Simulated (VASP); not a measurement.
A run of VASP 6.6.1 is set up as follows.

File POSCAR:

```
MgS
1.0
    0.0000000000      2.6016500000      2.6016500000
    2.6016500000      0.0000000000      2.6016500000
    2.6016500000      2.6016500000      0.0000000000
Mg S
1 1
Direct
    0.0000000000      0.0000000000      0.0101921874
    0.5000000000      0.5000000000      0.5000000000
```

INCAR.step1

```
ALGO = Normal
EDIFF = 1E-4
ENCUT = 520
GGA = PE
ISMEAR = 0
LASPH = T
LCHARG = F
LREAL = F
LWAVE = T
NBANDS = 11
NELM = 80
PREC = Accurate
SIGMA = 0.05
```

File INCAR.step2:

```
ALGO = Normal
EDIFF = 1E-6
ENCUT = 520
ISIF = 2
ISMEAR = 0
ISTART = 1
LASPH = T
LCHARG = F
LMIXTAU = T
LREAL = F
LWAVE = F
METAGGA = R2SCAN
NBANDS = 11
NELM = 80
PREC = Accurate
SIGMA = 0.05
```

KPOINTS

```
k-points
0
Gamma
  8 8 8
```

Potentials or basis: VASP PAW PBE potentials, release 64 (Mg, S).

Command:

```bash
$ cat potpaw_PBE.64/Mg/POTCAR potpaw_PBE.64/S/POTCAR > POTCAR
$ cp INCAR.step1 INCAR
$ mpirun -np 1 vasp_std > vasp.out
$ cp INCAR.step2 INCAR
$ mpirun -np 1 vasp_std > vasp.out
```

Q: Estimate the largest force.

A: 0.106 eV/Å.

Q: What does it give for the band gap on the k mesh?

A: 3.43 eV, indirect (least direct gap 4.61 eV).

Q: What does it give for the pressure?

A: -0.4 GPa.

Forces in eV/Å, atoms in the order of the input:
```
Mg  -0.075 -0.075  0.000
S    0.075  0.075  0.000
```

Caveat: the cell differs from its parent crystal (all Mg atoms moved +0.037 Å, as atom 1 along Cartesian [1 1 0]); the PAW data sets were made with another functional, which shifts forces and pressure a little. A k mesh can miss the band edges.
